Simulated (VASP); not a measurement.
Wanted: the native input for a VASP 6.6.1 run.

- Task: single point
- Functional: LDA
- Potentials or basis: VASP PAW LDA potentials, release 64 (In_d, Sb)
- Cutoff: 520 eV
- k mesh: 12 × 12 × 12
- Occupations: gaussian, width 0.1 eV
- Spin: no spin polarisation
- Dipole correction: no
- Further INCAR settings: ALGO = Normal; EDIFF = 1e-07; NBANDS = 16

The structure of InSb lies in POSCAR:

```
InSb
1.0
    0.0000000000      3.2250617361      3.2250617361
    3.2250617361      0.0000000000      3.2250617361
    3.2250617361      3.2250617361      0.0000000000
In Sb
1 1
Direct
    0.0000000000      0.0000000000      0.0000000000
    0.7500000000      0.7500000000      0.7500000000
```

These files were run (other wordings do the same):

INCAR

```
SYSTEM = InSb
ALGO = Normal
EDIFF = 1E-7
ENCUT = 520
ISIF = 2
ISMEAR = 0
LASPH = .True.
LCHARG = .True.
LELF = .True.
LREAL = .False.
LVHAR = .True.
LWAVE = .False.
NBANDS = 16
NELM = 60
PREC = Accurate
SIGMA = 0.1
```

KPOINTS

```
k-points
0
Gamma
  12 12 12
  0 0 0
```

Potentials or basis: VASP PAW LDA potentials, release 64 (In_d, Sb).

Run with:

```bash
$ cat potpaw_LDA.64/In_d/POTCAR potpaw_LDA.64/Sb/POTCAR > POTCAR
$ mpirun -np 1 vasp_std > vasp.out
```

Results of the run:

```
Pressure               : 0.1 GPa
Band gap on the k mesh : zero (filled and empty bands touch)
```

Caveat: spin-orbit coupling is left out, which moves the levels of the heavy elements.

Run time: 37 s on 1 thread of Intel(R) Xeon(R) Platinum 8559C (Emerald Rapids), on a shared host, peak memory 0.22 GiB.
